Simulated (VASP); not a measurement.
# AgCl in VASP: notebook

The runs below take AgCl through single point, with PBE.

Everything below comes from runs of VASP 6.6.1. Logs are shortened: lines on timing, memory, paths and dates and some standing lists are left out, and cuts for length are marked.

**1. The cell of the first run**

Symmetry: I4/mmm, No. 139, tetragonal system. The conventional cell has a = 3.968 Å, b = 3.968 Å, c = 5.837 Å, α = 90.00°, β = 90.00°, γ = 90.00°. Within 3.7 Å of Ag (site symmetry 4/mmm) lie 6 Cl at 2.81 to 2.92 Å. Within 3.7 Å of Cl (site symmetry 4/mmm) lie 6 Ag at 2.81 to 2.92 Å.

**2. Single point, PBE (strain +0.000 along x and y, +0.040 along z)**

INCAR

```
SYSTEM = AgCl
  PREC = Accurate
  ENCUT = 520
  EDIFF = 1E-6
  ISMEAR = 0
  SIGMA = 0.05
  LREAL = .False.
  LASPH = .True.
  NELM = 80
  ALGO = Normal
  ISIF = 2
  LWAVE = .False.
  LCHARG = .False.
  GGA = PE
  NBANDS = 16
```

KPOINTS

```
Automatic mesh
0
Gamma
  8 8 8
  0 0 0
```

POSCAR

```
AgCl
1.0
    0.0000000000      2.8060228508      2.9182637648
    2.8060228508      0.0000000000      2.9182637648
    2.8060228508      2.8060228508      0.0000000000
Ag Cl
1 1
Direct
    0.5000000000      0.5000000000      0.5000000000
    0.0000000000      0.0000000000      0.0000000000
```

Potentials or basis: VASP PAW PBE potentials, release 64 (Ag, Cl).

Run with:

```sh
cat potpaw_PBE.64/Ag/POTCAR potpaw_PBE.64/Cl/POTCAR > POTCAR
mpirun -np 1 vasp_std > vasp.out
```

OUTCAR:

```text
SYSTEM = AgCl
   PREC = Accurate
   ENCUT = 520
   EDIFF = 1E-6
   ISMEAR = 0
   LREAL = .False.
   LASPH = .True.
   NELM = 80
   ISIF = 2
   GGA = PE

 ion  position               nearest neighbor table
   1  0.500  0.500  0.500-   2 2.81   2 2.81   2 2.81   2 2.81   2 2.92   2 2.92
   2  0.000  0.000  0.000-   1 2.81   1 2.81   1 2.81   1 2.81   1 2.92   1 2.92

  LATTYP: Found a body centered tetragonal cell.
 ALAT       =     3.9683155719
 C/A-ratio  =     1.4707821049

  Lattice vectors:

 A1 = (  -2.8060228508,   0.0000000000,   2.9182637648)
 A2 = (   2.8060228508,   0.0000000000,   2.9182637648)
 A3 = (   0.0000000000,   2.8060228508,  -2.9182637648)

Analysis of symmetry for initial positions (statically):
=====================================================================
 Subroutine PRICEL returns:
 Original cell was already a primitive cell.

 Routine SETGRP: Setting up the symmetry group for a
 body centered tetragonal supercell.

 Subroutine GETGRP returns: Found 16 space group operations
 (whereof 16 operations were pure point group operations)
 out of a pool of 16 trial point group operations.

The static configuration has the point symmetry D_4h.

Analysis of symmetry for dynamics (positions and initial velocities):
=====================================================================
 Subroutine PRICEL returns:
 Original cell was already a primitive cell.

 Routine SETGRP: Setting up the symmetry group for a
 body centered tetragonal supercell.

 Subroutine GETGRP returns: Found 16 space group operations
 (whereof 16 operations were pure point group operations)
 out of a pool of 16 trial point group operations.

The dynamic configuration has the point symmetry D_4h.

 Subroutine INISYM returns: Found 16 space group operations
 (whereof 16 operations are pure point group operations),
 and found     1 'primitive' translations

----------------------------------------------------------------------------------------

                                     Primitive cell

  volume of cell :      45.9554

  direct lattice vectors                    reciprocal lattice vectors
     0.000000000  2.806022851  2.918263765    -0.178188143  0.178188143  0.171334753
     2.806022851  0.000000000  2.918263765     0.178188143 -0.178188143  0.171334753
     2.806022851  2.806022851  0.000000000     0.178188143  0.178188143 -0.171334753

  length of vectors
     4.048459910  4.048459910  3.968315572     0.304725493  0.304725493  0.304725493

  position of ions in fractional coordinates (direct lattice)
     0.500000000  0.500000000  0.500000000
     0.000000000  0.000000000  0.000000000

  ion indices of the primitive-cell ions
   primitive index   ion index
                 1           1
                 2           2

----------------------------------------------------------------------------------------

 KPOINTS: Automatic mesh

Automatic generation of k-mesh.
 Grid dimensions read from file:
 generate k-points for:    8    8    8

 Generating k-lattice:

  Cartesian coordinates                     Fractional coordinates (reciprocal lattice)
    -0.022273518  0.022273518  0.021416844     0.125000000  0.000000000  0.000000000
     0.022273518 -0.022273518  0.021416844     0.000000000  0.125000000  0.000000000
     0.022273518  0.022273518 -0.021416844     0.000000000  0.000000000  0.125000000

  Length of vectors
     0.038090687  0.038090687  0.038090687

  Shift w.r.t. Gamma in fractional coordinates (k-lattice)
     0.000000000  0.000000000  0.000000000

 Subroutine IBZKPT returns following result:
 ===========================================

 Found     59 irreducible k-points:

 Following reciprocal coordinates:
            Coordinates               Weight
  0.000000  0.000000  0.000000      1.000000
  0.125000  0.000000  0.000000      8.000000
  0.250000  0.000000  0.000000      8.000000
  0.375000  0.000000  0.000000      8.000000
  0.500000  0.000000  0.000000      4.000000
  0.125000  0.125000  0.000000      2.000000
[... 16 lines left out ...]
  0.250000  0.000000  0.125000     16.000000
  0.375000  0.000000  0.125000     16.000000
 [... further k-points ...]
   k-points           NKPTS =     59   k-points in BZ     NKDIM =     59   number of bands    NBANDS=     16
   number of dos      NEDOS =    301   number of ions     NIONS =      2
   total plane-waves  NPLWV =  27000
   dimension x,y,z NGX =    30 NGY =   30 NGZ =   30
   dimension x,y,z NGXF=    60 NGYF=   60 NGZF=   60
   ions per type =               1   1
   NGX,Y,Z   is equivalent  to a cutoff of  12.32, 12.32, 12.57 a.u.
   NGXF,Y,Z  is equivalent  to a cutoff of  24.64, 24.64, 25.14 a.u.
 SYSTEM =  AgCl
   PREC   = accura    normal or accurate (medium, high low for compatibility)
   ISTART =      0    job   : 0-new  1-cont  2-samecut
   ICHARG =      2    charge: 1-file 2-atom 10-const
   ISPIN  =      1    spin polarized calculation?
   LNONCOLLINEAR =      F non collinear calculations
   LSORBIT =      F    spin-orbit coupling
   LASPH  =      T    aspherical Exc in radial PAW
   ENCUT  =  520.0 eV  38.22 Ry    6.18 a.u.   7.53  7.53  7.38*2*pi/ulx,y,z
   NELM   =     80;   NELMIN=  2; NELMDL= -5     # of ELM steps
   EDIFF  = 0.1E-05   stopping-criterion for ELM
   LREAL  =      F    real-space projection
   EDIFFG = 0.1E-04   stopping-criterion for IOM
   NSW    =      0    number of steps for IOM
   IBRION =     -1    ionic relax: 0-MD 1-quasi-New 2-CG
   NFREE  =      0    steps in history (QN), initial steepest desc. (CG)
   ISIF   =      2    stress and relaxation
   ISYM   =      2    0-nonsym 1-usesym 2-fastsym
   POTIM  = 0.5000    time-step for ionic-motion
   TEBEG  =    0.0;   TEEND  =   0.0 temperature during run
   PSTRESS=    0.0 pullay stress
   NELECT =      18.0000    total number of electrons
   NUPDOWN=      -1.0000    fix difference up-down
   EMIN   =  10.00;   EMAX   =-10.00  energy-range for DOS
   EFERMI =   0.00;   METHOD = LEGACY
   ISMEAR =     0;   SIGMA  =   0.05  broadening in eV -4-tet -1-fermi 0-gaus
   EFERMI_NEDOS =   21; number of points for ismear=-14 and -15
   IALGO  =     38    algorithm
   IMIX   =      4    mixing-type and parameters
     AMIX     =   0.40;   BMIX     =  1.00
     AMIX_MAG =   1.60;   BMIX_MAG =  1.00
  volume/ion in A,a.u.               =      22.98       155.06
  Fermi-wavevector in a.u.,A,eV,Ry     =   1.197807  2.263526 19.520830  1.434741
  Thomas-Fermi vector in A             =   2.333712
   LORBIT       =      0    0 simple, 1 ext, 2 COOP (PROOUT), +10 PAW based schemes
   GGA     = PE    functional components
   LHFCALC =     F    Hartree Fock is set to
   AEXX    =    0.0000 exact exchange contribution
   IVDW    =     0    specifies the selected vdW correction
   LEPSILON=     F    determine dielectric tensor
   LRPA    =     F    only Hartree local field effects (RPA)
 non-spin polarized calculation
 Gauss-broadening in eV      SIGMA  =   0.05
  energy-cutoff  :      520.00
  volume of cell :       45.96
 maximum number of plane-waves:      1275
   NGX = 15   NGY = 15   NGZ = 15

 number of electron      17.9999997 magnetization

 Free energy of the ion-electron system (eV)
  ---------------------------------------------------
  ext. energy  EPLUGINS =         0.00000000
  ---------------------------------------------------
  free energy    TOTEN  =        -5.39120786 eV

  energy without entropy =       -5.39120786  energy(sigma->0) =       -5.39120786

 E-fermi :   3.3068     XC(G=0):  -9.5762

 val. band max:        3.0237041511   @ k =   0.5000   0.0000   0.0000
 cond. band min:       3.8573137991   @ k =   0.0000   0.0000   0.0000
 fundamental gap:      0.8336096480
 Fermi energy:         3.3068205871

 k-point     1 :       0.0000    0.0000    0.0000
  band No.  band energies     occupation
      1     -11.7680      2.00000
      2       0.6886      2.00000
      3       0.7661      2.00000
      4       0.7661      2.00000
      5       0.7743      2.00000
      6       0.7787      2.00000
[... 8 lines left out ...]
     15      15.4015      0.00000
     16      16.1849      0.00000

 k-point     2 :       0.1250    0.0000    0.0000
  band No.  band energies     occupation
      1     -11.7193      2.00000
      2       0.1006      2.00000
      3       0.1340      2.00000
      4       0.2344      2.00000
      5       0.7683      2.00000
      6       0.8047      2.00000
[... 8 lines left out ...]
     15      14.9410      0.00000
     16      15.5178      0.00000

 k-point     3 :       0.2500    0.0000    0.0000
  band No.  band energies     occupation
      1     -11.5975      2.00000
      2      -0.8084      2.00000
      3      -0.3957      2.00000
      4      -0.2839      2.00000
      5       0.8830      2.00000
      6       0.8986      2.00000
[... 8 lines left out ...]
     15      15.1531      0.00000
     16      15.4106      0.00000

 k-point     4 :       0.3750    0.0000    0.0000
  band No.  band energies     occupation
      1     -11.4694      2.00000
      2      -1.5007      2.00000
      3      -0.7326      2.00000
      4      -0.6101      2.00000
      5       0.9950      2.00000
      6       1.0025      2.00000
[... 8 lines left out ...]
     15      15.9756      0.00000
     16      16.1629      0.00000

 k-point     5 :       0.5000    0.0000    0.0000
  band No.  band energies     occupation
      1     -11.4143      2.00000
      2      -1.7538      2.00000
      3      -0.8480      2.00000
      4      -0.7221      2.00000
      5       1.0358      2.00000
      6       1.0533      2.00000
[... 8 lines left out ...]
     15      16.5370      0.00000
     16      16.7639      0.00000

 k-point     6 :       0.1250    0.1250    0.0000
  band No.  band energies     occupation
      1     -11.7118      2.00000
      2      -0.1864      2.00000
      3       0.4845      2.00000
      4       0.4845      2.00000
      5       0.6533      2.00000
      6       0.7936      2.00000
[... 8 lines left out ...]
     15      16.8229      0.00000
     16      17.0254      0.00000

 k-point     7 :       0.2500    0.1250    0.0000
  band No.  band energies     occupation
      1     -11.6231      2.00000
      2      -0.6743      2.00000
      3      -0.0563      2.00000
      4       0.0011      2.00000
      5       0.7394      2.00000
      6       0.9124      2.00000
[... 8 lines left out ...]
     15      16.3008      0.00000
     16      16.6208      0.00000

 k-point     8 :       0.3750    0.1250    0.0000
  band No.  band energies     occupation
      1     -11.5003      2.00000
      2      -1.1898      2.00000
      3      -0.5712      2.00000
      4      -0.4755      2.00000
      5       0.8750      2.00000
      6       1.0136      2.00000
[... 8 lines left out ...]
     15      16.5165      0.00000
     16      16.6048      0.00000

 k-point     9 :       0.5000    0.1250    0.0000
  band No.  band energies     occupation
      1     -11.4156      2.00000
      2      -1.5771      2.00000
      3      -0.7600      2.00000
      4      -0.7211      2.00000
      5       1.0018      2.00000
      6       1.0495      2.00000
[... 8 lines left out ...]
     15      16.7009      0.00000
     16      17.2185      0.00000
[... 172 lines left out ...]
 k-point    19 :       0.5000    0.3750    0.0000
  band No.  band energies     occupation
      1     -11.4201      2.00000
      2      -0.8825      2.00000
      3      -0.2213      2.00000
      4      -0.0878      2.00000
      5       0.6667      2.00000
      6       1.1120      2.00000
[... 8 lines left out ...]
     15      17.7468      0.00000
     16      18.1699      0.00000

 k-point    20 :      -0.3750    0.3750    0.0000
  band No.  band energies     occupation
      1     -11.3891      2.00000
      2      -0.8768      2.00000
      3      -0.7267      2.00000
      4      -0.4949      2.00000
      5       0.8471      2.00000
      6       1.0982      2.00000
[... 8 lines left out ...]
     15      16.7145      0.00000
     16      18.5311      0.00000

 k-point    21 :       0.5000    0.5000    0.0000
  band No.  band energies     occupation
      1     -11.4207      2.00000
      2      -0.8482      2.00000
      3       0.2687      2.00000
      4       0.2687      2.00000
      5       0.4503      2.00000
      6       0.9070      2.00000
[... 8 lines left out ...]
     15      18.0595      0.00000
     16      18.0595      0.00000

 k-point    22 :       0.1250    0.0000    0.1250
  band No.  band energies     occupation
      1     -11.7013      2.00000
      2      -0.3812      2.00000
      3       0.3605      2.00000
      4       0.4665      2.00000
      5       0.7252      2.00000
      6       0.8026      2.00000
[... 8 lines left out ...]
     15      16.4736      0.00000
     16      16.6446      0.00000

 k-point    23 :       0.2500    0.0000    0.1250
  band No.  band energies     occupation
      1     -11.6061      2.00000
      2      -0.9019      2.00000
      3      -0.1038      2.00000
      4       0.0382      2.00000
      5       0.7699      2.00000
      6       0.9058      2.00000
[... 8 lines left out ...]
     15      16.1553      0.00000
     16      16.7553      0.00000

 k-point    24 :       0.3750    0.0000    0.1250
  band No.  band energies     occupation
      1     -11.4850      2.00000
      2      -1.3452      2.00000
      3      -0.6144      2.00000
      4      -0.3997      2.00000
      5       0.8825      2.00000
      6       1.0217      2.00000
[... 8 lines left out ...]
     15      16.5872      0.00000
     16      16.8398      0.00000

 [... further k-points ...]
[... 5 lines left out ...]
  --------------------------------------------------------------------------------------
  -------------------------------------------------------------------------------------
  Total       -0.4063942     -0.4063942     -0.4767161      0.0000000      0.0000000      0.0000000
  in kB      -14.1684091    -14.1684091    -16.6200935      0.0000000      0.0000000      0.0000000
  external PRESSURE =     -14.9856372 kB  Pullay stress =       0.0000000 kB

 VOLUME and BASIS-vectors are now :
 -----------------------------------------------------------------------------
  energy-cutoff  :      520.00
  volume of cell :       45.96
      direct lattice vectors                 reciprocal lattice vectors
     0.000000000  2.806022851  2.918263765    -0.178188143  0.178188143  0.171334753
     2.806022851  0.000000000  2.918263765     0.178188143 -0.178188143  0.171334753
     2.806022851  2.806022851  0.000000000     0.178188143  0.178188143 -0.171334753

 POSITION                                       TOTAL-FORCE (eV/Angst)
 -----------------------------------------------------------------------------------
      2.80602      2.80602      2.91826         0.000000      0.000000     -0.000000
      0.00000      0.00000      0.00000         0.000000      0.000000      0.000000
 -----------------------------------------------------------------------------------
    total drift:                                0.000000      0.000000      0.000000

  FREE ENERGIE OF THE ION-ELECTRON SYSTEM (eV)
  ---------------------------------------------------
  free  energy   TOTEN  =        -5.3912078608 eV

  energy  without entropy=       -5.3912078608  energy(sigma->0) =       -5.39120786
```

It took 35 s on 1 thread of Intel Xeon 6975P-C, shared host; peak memory 0.19 GiB.

What came out:

```
Free energy            : -5.3912 eV
Pressure               : -1.5 GPa
Band gap on the k mesh : 0.83 eV, indirect (least direct gap 2.90 eV)
```

Stress tensor (GPa, compression positive):
```
-1.42  0.00  0.00
 0.00 -1.42  0.00
 0.00  0.00 -1.66
```

Caveat: the cell differs from its parent crystal (strain +0.000 along x and y, +0.040 along z).

**3. Single point, PBE (strain +0.040 along x and y, +0.080 along z)**

INCAR

```
PREC     = Accurate       # precision mode
ENCUT    = 520            # plane-wave cutoff, eV
EDIFF    = 1E-7           # SCF threshold, eV
ISMEAR   = 0              # smearing method
SIGMA    = 0.05           # smearing width, eV
LREAL    = False          # projectors in reciprocal space
LASPH    = True           # aspherical terms in the spheres
NELM     = 60             # most SCF steps
ALGO     = Normal         # electronic algorithm
ISIF     = 2              # what is computed and relaxed
LWAVE    = False          # write WAVECAR
LCHARG   = False          # write CHGCAR
GGA      = PE             # functional
NBANDS   = 16             # bands
```

KPOINTS

```
regular mesh
0
Gamma
  8 8 8
```

POSCAR

```
AgCl
1.0
    0.0000000000      2.9182637648      3.0305046789
    2.9182637648      0.0000000000      3.0305046789
    2.9182637648      2.9182637648      0.0000000000
Ag Cl
1 1
Direct
    0.5000000000      0.5000000000      0.5000000000
    0.0000000000      0.0000000000      0.0000000000
```

Potentials or basis: VASP PAW PBE potentials, release 64 (Ag, Cl).

Run with:

```sh
cat potpaw_PBE.64/Ag/POTCAR potpaw_PBE.64/Cl/POTCAR > POTCAR
mpirun -np 1 vasp_std > vasp.out
```

Run time: 21 s. Hardware: 1 thread of Intel Xeon 6975P-C, shared host; peak memory 0.2 GiB.

The run converged. Its results:

```yaml
Free_energy: -5.2831 eV
Pressure: -4.4 GPa
Band_gap_on_the_k_mesh: 0.93 eV, indirect (least direct gap 2.55 eV)
```

Stress tensor (GPa, compression positive):
```
-4.51  0.00  0.00
 0.00 -4.51  0.00
 0.00  0.00 -4.04
```

Levels at points of the mesh, in eV from the valence-band top:
```tsv
k point	band 6	band 7	band 8	band 9	band 10	band 11	band 12	band 13
(0.00, 0.00, 0.00)	-1.89	-1.72	-1.72	-1.61	0.93	10.74	10.87	10.87
(0.50, 0.00, 0.00)	-1.70	-1.45	-0.18	0.00	4.60	5.52	7.70	8.00
(0.50, 0.50, 0.00)	-1.79	-1.63	-1.63	-1.63	2.53	7.73	8.32	10.70
(0.50, 0.00, 0.50)	-1.77	-1.64	-1.62	-1.62	2.54	8.10	8.14	10.19
```

Caveat: the cell differs from its parent crystal (strain +0.040 along x and y, +0.080 along z). A k mesh can miss the band edges.

[end of part 1 of 2]
